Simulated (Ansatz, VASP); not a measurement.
# Mg in VASP and in Ansatz

```
Mg
1.0
     3.05030    0.00000    0.00000
    -1.52515    2.64164    0.00000
     0.00000    0.00000    3.04484
Mg
1
Direct
  0.03786 0.07571 0.00000
```

Alike in both runs: task single point; functional LDA; k mesh 3 × 3 × 4; occupations gaussian, width 0.1 eV; no spin polarisation.

```csv
,VASP,Ansatz
version,VASP 6.6.1,Ansatz 0.2.0
potentials or method,"VASP PAW LDA potentials, release 64 (Mg), cutoff 600 eV","scalar-relativistic, plane waves, PAW"
valence electrons in the cell,2,10
```

|  | VASP | Ansatz | Ansatz less VASP |
| --- | --- | --- | --- |
| gap on the k mesh at the Fermi level (eV) | none | none | - |
| pressure (GPa) | -0.9 | -0.7 | +0.24 |
| traceless stress, the component that is largest in VASP (GPa) | 11.75 | 11.74 | -0.008 |

LDA's correlation is that of Perdew and Zunger in VASP and of Perdew and Wang (1992) in Ansatz. A gap of «none» marks a metal or a gap that the smearing closes. VASP's potentials hold 2 valence electrons a cell and Ansatz's 10, so a difference there can come from the potentials and not from the codes. Ansatz's warnings: force scf threshold loose, stress scf threshold loose.

The k mesh is coarse, so the values compare programs but aren't converged.
